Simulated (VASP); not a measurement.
# CaZr2N2 (P4mm) in VASP: further runs

The runs below take CaZr2N2 through single point, relaxation of cell and atoms, with PBE.

Program: VASP 6.6.1. These are calculated values, not measurements. Logs are shortened: lines on timing, memory, paths and dates and some standing lists are left out, and cuts for length are marked.

## Step 1: The cell of the first run

The structure is tetragonal, space group P4mm (No. 99). The conventional cell has a = 4.029 Å, b = 4.029 Å, c = 5.012 Å, α = 90.00°, β = 90.00°, γ = 90.00°. Within 3.7 Å of Ca (site symmetry 4mm) lie 8 Zr at 2.78 to 3.69 Å and 8 N at 2.86 to 3.01 Å. Within 3.4 Å of Zr (site symmetry 2mm) lie 4 N at 2.60 to 2.92 Å and 2 Ca at 2.78 Å and 4 Zr at 2.85 Å. N (site symmetry 4mm) has 1 N at 1.26 Å within 1.7 Å. Within 1.7 Å of N (site symmetry 4mm) lie 1 N at 1.26 Å.

## Step 2: Single point, PBE

The input, INCAR:

```
ALGO     = Normal         # electronic algorithm
EDIFF    = 1E-6           # SCF threshold, eV
ENCUT    = 520            # plane-wave cutoff, eV
GGA      = PE             # functional
ISIF     = 2              # what is computed and relaxed
ISMEAR   = 0              # smearing method
LASPH    = T              # aspherical terms in the spheres
LCHARG   = F              # write CHGCAR
LREAL    = F              # projectors in reciprocal space
LWAVE    = F              # write WAVECAR
NBANDS   = 30             # bands
NELM     = 80             # most SCF steps
PREC     = Accurate       # precision mode
SIGMA    = 0.1            # smearing width, eV
```

The input, KPOINTS:

```
k-points
0
Gamma
  4 4 4
```

The input, POSCAR:

```
CaZr2N2
1.0
    4.0285346900      0.0000000000      0.0000000000
    0.0000000000      4.0285346900      0.0000000000
    0.0000000000      0.0000000000      5.0118932900
Ca Zr N
1 2 2
Direct
    0.0000000000      0.0000000000      0.3891630000
    0.5000000000      0.0000000000      0.0061899900
    0.0000000000      0.5000000000      0.0061899900
    0.5000000000      0.5000000000      0.5848482800
    0.5000000000      0.5000000000      0.3334992600
```

Potentials or basis: VASP PAW PBE potentials, release 64 (Ca_sv, Zr_sv, N).

Run with:

```console
> cat potpaw_PBE.64/Ca_sv/POTCAR potpaw_PBE.64/Zr_sv/POTCAR potpaw_PBE.64/N/POTCAR > POTCAR
> mpirun -np 1 vasp_std > vasp.out
```

OUTCAR:

```text
EDIFF = 1E-6
   ENCUT = 520
   GGA = PE
   ISIF = 2
   ISMEAR = 0
   LASPH = T
   LREAL = F
   NELM = 80
   PREC = Accurate

 ion  position               nearest neighbor table
   1  0.000  0.000  0.389-   2 2.78   3 2.78   3 2.78   2 2.78
   2  0.500  0.000  0.006-   5 2.60   5 2.60   1 2.78   1 2.78   3 2.85   3 2.85   3 2.85   3 2.85

   3  0.000  0.500  0.006-   5 2.60   5 2.60   1 2.78   1 2.78   2 2.85   2 2.85   2 2.85   2 2.85

   4  0.500  0.500  0.585-   5 1.26
   5  0.500  0.500  0.333-   4 1.26   3 2.60   2 2.60   2 2.60   3 2.60

  LATTYP: Found a simple tetragonal cell.
 ALAT       =     4.0285346900
 C/A-ratio  =     1.2440983324

  Lattice vectors:

 A1 = (   4.0285346900,   0.0000000000,   0.0000000000)
 A2 = (   0.0000000000,   4.0285346900,   0.0000000000)
 A3 = (   0.0000000000,   0.0000000000,   5.0118932900)

Analysis of symmetry for initial positions (statically):
=====================================================================
 Subroutine PRICEL returns:
 Original cell was already a primitive cell.

 Routine SETGRP: Setting up the symmetry group for a
 simple tetragonal supercell.

 Subroutine GETGRP returns: Found  8 space group operations
 (whereof  8 operations were pure point group operations)
 out of a pool of 16 trial point group operations.

The static configuration has the point symmetry C_4v.

Analysis of symmetry for dynamics (positions and initial velocities):
=====================================================================
 Subroutine PRICEL returns:
 Original cell was already a primitive cell.

 Routine SETGRP: Setting up the symmetry group for a
 simple tetragonal supercell.

 Subroutine GETGRP returns: Found  8 space group operations
 (whereof  8 operations were pure point group operations)
 out of a pool of 16 trial point group operations.

The dynamic configuration has the point symmetry C_4v.

 Subroutine INISYM returns: Found  8 space group operations
 (whereof  8 operations are pure point group operations),
 and found     1 'primitive' translations

----------------------------------------------------------------------------------------

                                     Primitive cell

  volume of cell :      81.3385

  direct lattice vectors                    reciprocal lattice vectors
     4.028534690  0.000000000  0.000000000     0.248229214  0.000000000  0.000000000
     0.000000000  4.028534690  0.000000000     0.000000000  0.248229214  0.000000000
     0.000000000  0.000000000  5.011893290     0.000000000  0.000000000  0.199525397

  length of vectors
     4.028534690  4.028534690  5.011893290     0.248229214  0.248229214  0.199525397

  position of ions in fractional coordinates (direct lattice)
     0.000000000  0.000000000  0.389163000
     0.500000000  0.000000000  0.006189990
     0.000000000  0.500000000  0.006189990
     0.500000000  0.500000000  0.584848280
     0.500000000  0.500000000  0.333499260

  ion indices of the primitive-cell ions
   primitive index   ion index
                 1           1
                 2           2
                 3           3
                 4           4
                 5           5

----------------------------------------------------------------------------------------

 KPOINTS: k-points

Automatic generation of k-mesh.
 Grid dimensions read from file:
 generate k-points for:    4    4    4

 Generating k-lattice:

  Cartesian coordinates                     Fractional coordinates (reciprocal lattice)
     0.062057304  0.000000000  0.000000000     0.250000000  0.000000000  0.000000000
     0.000000000  0.062057304  0.000000000     0.000000000  0.250000000  0.000000000
     0.000000000  0.000000000  0.049881349     0.000000000  0.000000000  0.250000000

  Length of vectors
     0.062057304  0.062057304  0.049881349

  Shift w.r.t. Gamma in fractional coordinates (k-lattice)
     0.000000000  0.000000000  0.000000000

 Subroutine IBZKPT returns following result:
 ===========================================

 Found     18 irreducible k-points:

 Following reciprocal coordinates:
            Coordinates               Weight
  0.000000  0.000000  0.000000      1.000000
  0.250000  0.000000  0.000000      4.000000
  0.500000  0.000000  0.000000      2.000000
  0.250000  0.250000  0.000000      4.000000
  0.500000  0.250000  0.000000      4.000000
  0.500000  0.500000  0.000000      1.000000
[... 10 lines left out ...]
  0.500000  0.250000  0.500000      4.000000
  0.500000  0.500000  0.500000      1.000000
   k-points           NKPTS =     18   k-points in BZ     NKDIM =     18   number of bands    NBANDS=     30
   number of dos      NEDOS =    301   number of ions     NIONS =      5
   total plane-waves  NPLWV =  36000
   dimension x,y,z NGX =    30 NGY =   30 NGZ =   40
   dimension x,y,z NGXF=    60 NGYF=   60 NGZF=   80
   ions per type =               1   2   2
   NGX,Y,Z   is equivalent  to a cutoff of  12.38, 12.38, 13.27 a.u.
   NGXF,Y,Z  is equivalent  to a cutoff of  24.76, 24.76, 26.54 a.u.
 SYSTEM =  unknown system
   PREC   = accura    normal or accurate (medium, high low for compatibility)
   ISTART =      0    job   : 0-new  1-cont  2-samecut
   ICHARG =      2    charge: 1-file 2-atom 10-const
   ISPIN  =      1    spin polarized calculation?
   LNONCOLLINEAR =      F non collinear calculations
   LSORBIT =      F    spin-orbit coupling
   LASPH  =      T    aspherical Exc in radial PAW
   ENCUT  =  520.0 eV  38.22 Ry    6.18 a.u.   7.49  7.49  9.32*2*pi/ulx,y,z
   NELM   =     80;   NELMIN=  2; NELMDL= -5     # of ELM steps
   EDIFF  = 0.1E-05   stopping-criterion for ELM
   LREAL  =      F    real-space projection
   EDIFFG = 0.1E-04   stopping-criterion for IOM
   NSW    =      0    number of steps for IOM
   IBRION =     -1    ionic relax: 0-MD 1-quasi-New 2-CG
   NFREE  =      0    steps in history (QN), initial steepest desc. (CG)
   ISIF   =      2    stress and relaxation
   ISYM   =      2    0-nonsym 1-usesym 2-fastsym
   POTIM  = 0.5000    time-step for ionic-motion
   TEBEG  =    0.0;   TEEND  =   0.0 temperature during run
   PSTRESS=    0.0 pullay stress
   NELECT =      44.0000    total number of electrons
   NUPDOWN=      -1.0000    fix difference up-down
   EMIN   =  10.00;   EMAX   =-10.00  energy-range for DOS
   EFERMI =   0.00;   METHOD = LEGACY
   ISMEAR =     0;   SIGMA  =   0.10  broadening in eV -4-tet -1-fermi 0-gaus
   EFERMI_NEDOS =   21; number of points for ismear=-14 and -15
   IALGO  =     38    algorithm
   IMIX   =      4    mixing-type and parameters
     AMIX     =   0.40;   BMIX     =  1.00
     AMIX_MAG =   1.60;   BMIX_MAG =  1.00
  volume/ion in A,a.u.               =      16.27       109.78
  Fermi-wavevector in a.u.,A,eV,Ry     =   1.333912  2.520727 24.209120  1.779320
  Thomas-Fermi vector in A             =   2.462734
   LORBIT       =      0    0 simple, 1 ext, 2 COOP (PROOUT), +10 PAW based schemes
   GGA     = PE    functional components
   LHFCALC =     F    Hartree Fock is set to
   AEXX    =    0.0000 exact exchange contribution
   IVDW    =     0    specifies the selected vdW correction
   LEPSILON=     F    determine dielectric tensor
   LRPA    =     F    only Hartree local field effects (RPA)
 non-spin polarized calculation
 Gauss-broadening in eV      SIGMA  =   0.10
  energy-cutoff  :      520.00
  volume of cell :       81.34
 maximum number of plane-waves:      2207
 NGX is ok and might be reduce to    30
   NGX = 15   NGY = 15   NGZ = 19

 number of electron      43.9999996 magnetization

 Free energy of the ion-electron system (eV)
  ---------------------------------------------------
  ext. energy  EPLUGINS =         0.00000000
  ---------------------------------------------------
  free energy    TOTEN  =       -32.53629165 eV

  energy without entropy =      -32.52358021  energy(sigma->0) =      -32.52993593

 E-fermi :   7.9943     XC(G=0): -10.8918

 val. band max:        7.9530938505   @ k =   0.5000   0.2500   0.5000
 cond. band min:       7.9992694994   @ k =   0.5000   0.0000   0.2500
 fundamental gap:      0.0461756489
 Fermi energy:         7.9942658748

 k-point     1 :       0.0000    0.0000    0.0000
  band No.  band energies     occupation
      1     -40.8712      2.00000
      2     -40.5093      2.00000
      3     -32.9379      2.00000
      4     -19.4510      2.00000
      5     -19.4510      2.00000
      6     -19.1106      2.00000
[... 22 lines left out ...]
     29      12.5807      0.00000
     30      12.5807      0.00000

 k-point     2 :       0.2500    0.0000    0.0000
  band No.  band energies     occupation
      1     -40.8181      2.00000
      2     -40.5621      2.00000
      3     -32.9374      2.00000
      4     -19.3119      2.00000
      5     -19.2854      2.00000
      6     -19.0537      2.00000
[... 22 lines left out ...]
     29      11.9062      0.00000
     30      12.2655      0.00000

 k-point     3 :       0.5000    0.0000    0.0000
  band No.  band energies     occupation
      1     -40.6904      2.00000
      2     -40.6894      2.00000
      3     -32.9370      2.00000
      4     -18.9839      2.00000
      5     -18.9133      2.00000
      6     -18.9086      2.00000
[... 22 lines left out ...]
     29      11.0589      0.00000
     30      11.0706      0.00000

 k-point     4 :       0.2500    0.2500    0.0000
  band No.  band energies     occupation
      1     -40.7794      2.00000
      2     -40.5983      2.00000
      3     -32.9372      2.00000
      4     -19.5723      2.00000
      5     -19.0201      2.00000
      6     -18.9739      2.00000
[... 418 lines left out ...]
     29      11.2474      0.00000
     30      11.2503      0.00000

 k-point    17 :       0.5000    0.2500    0.5000
  band No.  band energies     occupation
      1     -40.6877      2.00000
      2     -40.6872      2.00000
      3     -32.9369      2.00000
      4     -19.4964      2.00000
      5     -19.4163      2.00000
      6     -18.9321      2.00000
[... 22 lines left out ...]
     29      11.4368      0.00000
     30      11.9151      0.00000

 k-point    18 :       0.5000    0.5000    0.5000
  band No.  band energies     occupation
      1     -40.6852      2.00000
      2     -40.6852      2.00000
      3     -32.9364      2.00000
      4     -19.7268      2.00000
      5     -19.6455      2.00000
      6     -18.9210      2.00000
[... 22 lines left out ...]
     29      11.9344      0.00000
     30      12.0528      0.00000

------------------------ aborting loop because EDIFF is reached ----------------------------------------

  FORCE on cell =-STRESS in cart. coord.  units (eV):
  Direction    XX          YY          ZZ          XY          YZ          ZX
  --------------------------------------------------------------------------------------
  -------------------------------------------------------------------------------------
  Total       -1.4201177     -1.4201177      8.8420840      0.0000000      0.0000000      0.0000000
  in kB      -27.9729902    -27.9729902    174.1683295      0.0000000      0.0000000      0.0000000
  external PRESSURE =      39.4074497 kB  Pullay stress =       0.0000000 kB

 VOLUME and BASIS-vectors are now :
 -----------------------------------------------------------------------------
  energy-cutoff  :      520.00
  volume of cell :       81.34
      direct lattice vectors                 reciprocal lattice vectors
     4.028534690  0.000000000  0.000000000     0.248229214  0.000000000  0.000000000
     0.000000000  4.028534690  0.000000000     0.000000000  0.248229214  0.000000000
     0.000000000  0.000000000  5.011893290     0.000000000  0.000000000  0.199525397

 POSITION                                       TOTAL-FORCE (eV/Angst)
 -----------------------------------------------------------------------------------
      0.00000      0.00000      1.95044        -0.000000     -0.000000      5.872359
      2.01427      0.00000      0.03102        -0.000000     -0.000000     -3.362375
      0.00000      2.01427      0.03102        -0.000000     -0.000000     -3.362375
      2.01427      2.01427      2.93120        -0.000000     -0.000000      5.765075
      2.01427      2.01427      1.67146         0.000000      0.000000     -4.912683
 -----------------------------------------------------------------------------------
    total drift:                                0.000000      0.000000      0.000015

  FREE ENERGIE OF THE ION-ELECTRON SYSTEM (eV)
  ---------------------------------------------------
  free  energy   TOTEN  =       -32.5362916506 eV

  energy  without entropy=      -32.5235802118  energy(sigma->0) =      -32.52993593
```

It took 27 s on 1 thread of Oxide Virtual Turin-like, shared host; peak memory 0.17 GiB.

Results:

```yaml
Free_energy: -32.5363 eV
Pressure: 3.9 GPa
Largest_force: 5.872 eV/Å
Band_gap_on_the_k_mesh: zero (band 22 reaches 8.15 eV, above the bottom of band 23 at 7.40 eV)
```

Forces in eV/Å, atoms in the order of the input:
```
Ca   0.000  0.000  5.872
Zr   0.000  0.000 -3.362
Zr   0.000  0.000 -3.362
N    0.000  0.000  5.765
N    0.000  0.000 -4.913
```

Stress tensor (GPa, compression positive):
```
-2.80  0.00  0.00
 0.00 -2.80  0.00
 0.00  0.00 17.42
```

Caveat: the k points lie up to 0.39 Å⁻¹ apart; the standard files for N, O and F lose accuracy on very short bonds; forces of over 1 eV/Å act on the atoms, so gaps and moduli don't describe the material at rest.

## Step 3: Relaxation of cell and atoms, PBE

The input, INCAR:

```
ALGO = Normal ; EDIFF = 1E-6
EDIFFG = -0.04 ; ENCUT = 600
GGA = PE ; IBRION = 2
ISIF = 3 ; ISMEAR = 0
LASPH = True ; LCHARG = False
LREAL = False ; LWAVE = False
NELM = 60 ; NSW = 90
PREC = Accurate ; SIGMA = 0.1
```

KPOINTS is that of step 2.

POSCAR is that of step 2.

Potentials or basis: VASP PAW PBE potentials, release 64 (Ca_sv, Zr_sv, N).

Run with:

```console
> cat potpaw_PBE.64/Ca_sv/POTCAR potpaw_PBE.64/Zr_sv/POTCAR potpaw_PBE.64/N/POTCAR > POTCAR
> mpirun -np 1 vasp_std > vasp.out
```

It took 14 min on 1 thread of Oxide Virtual Turin-like, shared host; peak memory 0.21 GiB.

The run converged. Its results:

* Free energy: -37.6043 eV
* Relaxed volume: 17.08 Å³/atom
* Relaxed cell: a = 3.784 Å, b = 3.784 Å, c = 5.966 Å, α = 90.00°, β = 90.00°, γ = 90.00°
* Space group after relaxing (to 0.05 Å): P4/mmm (No. 123)
* Energy gained by relaxing: 1012.7 meV/atom
* Ionic steps: 24
* Pressure after relaxing: 0.0 GPa
* Largest force after relaxing: 0.033 eV/Å
* Band gap on the k mesh: zero (band 22 reaches 8.01 eV, above the bottom of band 23 at 6.41 eV)

Forces in eV/Å, atoms in the order of the input:
```
Ca   0.000  0.000 -0.032
Zr   0.000  0.000  0.020
Zr   0.000  0.000  0.020
N    0.000  0.000  0.025
N    0.000  0.000 -0.033
```

The path:
```tsv
step	energy change (eV)	largest force (eV/Å)	pressure (GPa)	volume (Å³)
1	0.0000	5.8712	3.89	81.34
2	-2.4835	1.9177	-11.65	85.81
3	-2.8650	2.9853	-11.56	86.93
4	-3.5519	3.2436	-10.90	89.10
5	-3.1465	3.9896	-2.09	93.16
6	-3.7444	2.8827	-9.07	90.35
7	-4.0421	2.8966	20.57	76.48
8	-4.5407	2.2983	4.35	81.98
9	-5.0340	0.4332	1.72	84.88
10	-5.0428	0.4264	1.62	85.35
11	-5.0409	0.2338	-2.61	87.72
12	-5.0546	0.1836	-0.49	86.48
13	-5.0590	0.1220	-0.28	86.04
14	-5.0610	0.0705	0.05	85.42
15	-5.0610	0.0591	0.06	85.49
16	-5.0610	0.0521	0.02	85.54
17	-5.0610	0.0547	-0.02	85.52
18	-5.0615	0.0457	0.05	85.46
19	-5.0627	0.0474	0.21	85.29
20	-5.0627	0.0503	0.59	84.94
21	-5.0631	0.0490	0.39	85.12
22	-5.0633	0.0464	0.32	85.19
23	-5.0636	0.0401	-0.04	85.40
24	-5.0637	0.0332	-0.04	85.40
```

Final structure:
```
Ca Zr N
1.0
     3.78360    0.00000    0.00000
     0.00000    3.78360    0.00000
     0.00000    0.00000    5.96568
Ca Zr N
1 2 2
Direct
  0.00000 0.00000 0.46503
  0.50000 0.00000 0.96381
  0.00000 0.50000 0.96381
  0.50000 0.50000 0.72960
  0.50000 0.50000 0.19763
```

Levels at points of the mesh, in eV from the Fermi level:
| k point | band 20 | band 21 | band 22 | band 23 | band 24 | band 25 |
| --- | --- | --- | --- | --- | --- | --- |
| (0.00, 0.00, 0.00) | -1.57 | -1.57 | -0.31 | 0.75 | 1.04 | 1.98 |
| (0.50, 0.00, 0.00) | -1.06 | -0.96 | 1.17 | 1.55 | 1.71 | 1.82 |
| (0.50, 0.50, 0.00) | -2.08 | -1.28 | -0.43 | -0.43 | 0.75 | 2.52 |
| (0.00, 0.00, 0.50) | -2.07 | -1.54 | -1.54 | 1.36 | 1.54 | 1.74 |
| (0.50, 0.00, 0.50) | -1.75 | -0.80 | 0.76 | 1.57 | 1.67 | 1.67 |
| (0.50, 0.50, 0.50) | -2.29 | -1.47 | -0.41 | -0.41 | 2.13 | 2.13 |

Caveat: the k points lie up to 0.42 Å⁻¹ apart in the final cell; the standard files for N, O and F lose accuracy on very short bonds.
